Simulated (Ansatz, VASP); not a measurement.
## Ga2GeO2: VASP beside Ansatz

INCAR

```
PREC = Accurate ; ENCUT = 600
EDIFF = 1E-6 ; ISMEAR = 0
SIGMA = 0.1 ; LREAL = False
LASPH = True ; NELM = 80
ALGO = Normal ; ISIF = 3
LWAVE = False ; LCHARG = False
GGA = PE ; IBRION = 2
NSW = 90 ; EDIFFG = -0.04
```

KPOINTS

```
regular mesh
0
Gamma
  6 6 4
```

Contents of POSCAR:

```
Ga2GeO2
1.0
    3.9919173900      0.0000000000      0.0000000000
   -1.9959586900      3.4571018700      0.0000000000
    0.0000000000      0.0000000000      6.3222858200
Ga Ge O
2 1 2
Direct
    0.6666666700      0.3333333300      0.3573464800
    0.3333333300      0.6666666700      0.6426535200
    0.0000000000      0.0000000000      0.0000000000
    0.6666666700      0.3333333300      0.7381863600
    0.3333333300      0.6666666700      0.2618136400
```

Input for Ansatz:

```yaml
crystal:
  lattice:
    - [3.99191739, 0.0, 0.0]
    - [-1.99595869, 3.45710187, 0.0]
    - [0.0, 0.0, 6.32228582]
  atoms:
    - { symbol: Ga, position: [0.66666667, 0.33333333, 0.35734648] }
    - { symbol: Ga, position: [0.33333333, 0.66666667, 0.64265352] }
    - { symbol: Ge, position: [0.0, 0.0, 0.0] }
    - { symbol: O, position: [0.66666667, 0.33333333, 0.73818636] }
    - { symbol: O, position: [0.33333333, 0.66666667, 0.26181364] }
basis:
  ecutwfc: 420
kpoints:
  mp_grid: { grid: [6, 6, 4] }
hamiltonian:
  xc: pbe
scf:
  occupations: { method: gaussian, width: 0.1 }
  lower_state_search: "off"
output:
  forces: true
  stress: true
  eigenvalues: true
relax:
  adjacent_minimum: "off"
  f_tol: 0.04
  max_steps: 70
  cell: { stress_tol: 0.4 }
```

Change from the starting cell: species swapped into the YAl2Si2 type (P-3m1, No. 164).

Alike in both runs: task relaxation of cell and atoms; functional PBE; k mesh 6 × 6 × 4; occupations gaussian, width 0.1 eV; no spin polarisation.

|  | VASP | Ansatz |
| --- | --- | --- |
| version | VASP 6.6.1 | Ansatz 0.2.0 |
| potentials or method | VASP PAW PBE potentials, release 64 (Ga_d, Ge_d, O), cutoff 600 eV | scalar-relativistic, plane waves, PAW |
| valence electrons in the cell | 52 | 52 |

```csv
,VASP,Ansatz,Ansatz less VASP
"gap on the k mesh at the Fermi level, each at its own relaxed structure (eV)",none,none,-
relaxed volume (Å³/atom),13.95,14.51,+0.562
relaxed length of the cell vector where the two differ most in proportion (Å),8.078,8.562,+0.4831
```

A gap of «none» marks a metal or a gap that the smearing closes. One of these differences is far larger than is usual between the two programs; its cause wasn't traced.

Noted on VASP's run: the volume moved by over 15 % at a fixed basis, so the end points are rough.
